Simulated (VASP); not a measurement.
Write the native input for VASP 6.6.1 that does the following.

| Property | Result |
| --- | --- |
| Task | single point |
| Functional | r2SCAN |
| Potentials or basis | VASP PAW PBE potentials, release 64 (Na_pv, F) |
| Cutoff | 520 eV |
| k mesh | 8 × 8 × 8 |
| Occupations | gaussian, width 0.01 eV |
| Spin | no spin polarisation |
| Dipole correction | no |
| Further INCAR settings | ALGO = Normal; EDIFF = 1e-06; NBANDS = 14 |

The system is NaF.

```
Na F
1.0
     2.32004    2.32004    0.00000
    -2.32004    2.32004    0.00000
     0.00000    2.32004    2.28877
Na F
1 1
Direct
  0.00000 0.00000 0.00000
  0.50000 0.50000 0.00000
```

This cell differs from its parent crystal: in-plane strain +0.01, then relaxed in part.

The input as run:

POSCAR

```
NaF
1.0
    2.3200422688      2.3200422688      0.0000000000
   -2.3200422688      2.3200422688      0.0000000000
    0.0000000000      2.3200422688      2.2887723310
Na F
1 1
Direct
    0.0000000000      0.0000000000      0.0000000000
    0.5000000000      0.5000000000      0.0000000000
```

INCAR.step1

```
PREC = Accurate
ENCUT = 520
ISMEAR = 0
SIGMA = 0.01
LREAL = F
LASPH = T
NELM = 60
NBANDS = 14
GGA = PE
ALGO = Normal
EDIFF = 1E-4
LWAVE = T
LCHARG = F
```

INCAR.step2

```
PREC = Accurate
ENCUT = 520
EDIFF = 1E-6
ISMEAR = 0
SIGMA = 0.01
LREAL = F
LASPH = T
NELM = 60
ALGO = Normal
ISIF = 2
LWAVE = F
LCHARG = T
METAGGA = R2SCAN
LMIXTAU = T
LELF = T
LVHAR = T
NBANDS = 14
ISTART = 1
```

KPOINTS

```
Automatic mesh
0
Gamma
  8 8 8
```

Potentials or basis: VASP PAW PBE potentials, release 64 (Na_pv, F).

Command:

```sh
$ cat potpaw_PBE.64/Na_pv/POTCAR potpaw_PBE.64/F/POTCAR > POTCAR
$ cp INCAR.step1 INCAR
$ mpirun -np 1 vasp_std > vasp.out
$ cp INCAR.step2 INCAR
$ mpirun -np 1 vasp_std > vasp.out
```

Results of the run:

```yaml
Pressure: -1.5 GPa
Band_gap_on_the_k_mesh: 7.23 eV
```

Caveat: the cell differs from its parent crystal (in-plane strain +0.01, then relaxed in part); the PAW data sets were made with another functional, which shifts forces and pressure a little.

Run time: 62 s on 1 thread of AMD EPYC 7R43 64-Core Processor (Zen 3) (shared host), peak memory 0.11 GiB.
